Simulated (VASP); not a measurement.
**Al2Ru: single point with PBEsol**

The system is Al2Ru.

```
Al Ru
1.0
     0.00000    3.98984    4.39153
     2.35247    0.00000    4.39153
     2.35247    3.98984    0.00000
Al Ru
4 2
Cartesian
  1.1762 0.6299 2.1958
  1.1762 3.3599 2.1958
  2.3525 1.3650 4.3915
  2.3525 6.6147 4.3915
  3.5287 5.9848 6.5873
  2.3525 3.9898 4.3915
```

```yaml
Program: VASP 6.6.1
Task: single point
Functional: PBEsol
Potentials_or_basis: VASP PAW PBE potentials, release 64 (Al, Ru_pv)
Cutoff: 520 eV
k_mesh: 10 × 10 × 10
Occupations: gaussian, width 0.01 eV
Spin: no spin polarisation
```

| Quantity | Value |
| --- | --- |
| Pressure | -0.4 GPa |
| Band gap on the k mesh | 0.08 eV, indirect (least direct gap 1.22 eV) |

Forces in eV/Å, atoms in the order of the input:
```
Al   0.000 -0.003  0.000
Al   0.000  0.003  0.000
Al   0.000  0.003  0.000
Al   0.000 -0.003  0.000
Ru   0.000  0.000  0.000
Ru   0.000  0.000  0.000
```

Stress tensor (GPa, compression positive):
```
-0.40  0.00  0.00
 0.00 -0.31  0.00
 0.00  0.00 -0.60
```

Levels at points of the mesh, in eV from the valence-band top:
```csv
k point,band 18,band 19,band 20,band 21,band 22,band 23
"(0.00, 0.00, 0.00)",-1.25,-1.22,0.00,1.67,2.29,2.35
"(0.50, 0.00, 0.00)",-2.11,-1.14,-0.89,0.33,0.72,1.83
"(0.50, 0.50, 0.00)",-1.59,-1.35,-1.35,2.25,2.25,2.47
"(0.50, 0.00, 0.50)",-2.29,-1.44,-1.44,1.75,1.75,2.40
"(0.00, 0.50, 0.50)",-2.51,-1.27,-1.27,0.34,0.34,4.65
```

Run time: 3.8 min on 1 thread of Intel(R) Xeon(R) 6975P-C (Granite Rapids), on a shared host, peak memory 0.48 GiB.

Caveat: the PAW data sets were made with another functional, which shifts forces and pressure a little. A k mesh can miss the band edges.
